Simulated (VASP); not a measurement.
## GaSb: single point with LDA

Crystal: GaSb.

```
Ga Sb
1.0
     0.00000    2.86990    2.86990
     2.86990    0.00000    2.86990
     2.86990    2.86990    0.00000
Ga Sb
1 1
Direct
  0.00000 0.00000 0.00000
  0.50000 0.50000 0.50000
```

This cell differs from its parent crystal: volume scaled by 1.054 of the coarse rest volume.

```yaml
Program: VASP 6.6.1
Task: single point
Functional: LDA
Potentials_or_basis: VASP PAW LDA potentials, release 64 (Ga_d, Sb)
Cutoff: 500 eV
k_mesh: 12 × 12 × 12
Occupations: fermi-dirac, width 0.15 eV
Spin: no spin polarisation
```

```json
{"Pressure": "-2.7 GPa", "Band gap on the k mesh": "zero (band 9 reaches 7.38 eV, above the bottom of band 10 at 4.05 eV)"}
```

Levels at points of the mesh, in eV from the Fermi level:
| k point | band 5 | band 6 | band 7 | band 8 | band 9 | band 10 | band 11 | band 12 | band 13 | band 14 |
| --- | --- | --- | --- | --- | --- | --- | --- | --- | --- | --- |
| (0.00, 0.00, 0.00) | -14.89 | -11.97 | -0.14 | 0.16 | 0.16 | 0.16 | 6.22 | 6.22 | 6.22 | 6.37 |
| (0.50, 0.00, 0.00) | -14.88 | -9.57 | -7.46 | 0.50 | 0.50 | 2.20 | 2.20 | 2.74 | 2.90 | 11.38 |
| (0.50, 0.50, 0.00) | -14.87 | -8.87 | -5.14 | -3.99 | -2.40 | -2.40 | 3.07 | 8.94 | 8.94 | 11.64 |

Wall time 78 s on 1 thread of Intel Xeon 8259CL, on a shared host, peak memory 0.19 GiB.

Caveat: spin-orbit coupling is left out, which moves the levels of the heavy elements.
